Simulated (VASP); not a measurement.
## Ru: single point with PBEsol

Crystal: Ru.

```xyz
2
Lattice="2.4643 0.0000 0.0000 -1.2322 2.1341 0.0000 0.0000 0.0000 5.0646" Properties=species:S:1:pos:R:3 pbc="T T T"
Ru    0.0000    1.4228    1.2662
Ru    1.2322    0.7114    3.7985
```

This cell differs from its parent crystal: ratio of the length along z to the lengths across it x 1.3, volume and fractional coordinates fixed.

```json
{
 "Program": "VASP 6.6.1",
 "Task": "single point",
 "Functional": "PBEsol",
 "Potentials or basis": "VASP PAW PBE potentials, release 64 (Ru_pv)",
 "Cutoff": "520 eV",
 "k mesh": "30 × 30 × 16",
 "Occupations": "gaussian, width 0.15 eV",
 "Spin": "no spin polarisation"
}
```

- Pressure: 26.3 GPa
- Band gap on the k mesh: zero (bands 14 and 15 overlap by 2.24 eV)

Stress tensor (GPa, compression positive):
```
 59.98   0.00   0.00
  0.00  59.98   0.00
  0.00   0.00 -41.14
```

Levels at points of the mesh, in eV from the Fermi level:
```
           k point  band 11  band 12  band 13  band 14  band 15  band 16  band 17  band 18
(0.00, 0.00, 0.00)    -2.69    -2.47    -2.47    -1.25     0.51     0.51     1.48     1.48
(0.50, 0.00, 0.00)    -2.19    -1.23    -0.87     1.05     3.21     3.29     4.55     6.70
(0.00, 0.00, 0.50)    -2.62    -2.62    -2.62    -2.62     1.05     1.05     1.05     1.05
(0.50, 0.00, 0.50)    -0.21    -0.21     0.29     0.29     3.25     3.25     3.58     3.58
```

It took 8.8 min on 1 thread of Intel Xeon 8259CL (shared host), peak memory 0.41 GiB.

Caveat: the stress differs along the axes, from -41 to 60 GPa; the PAW data sets were made with another functional, which shifts forces and pressure a little.
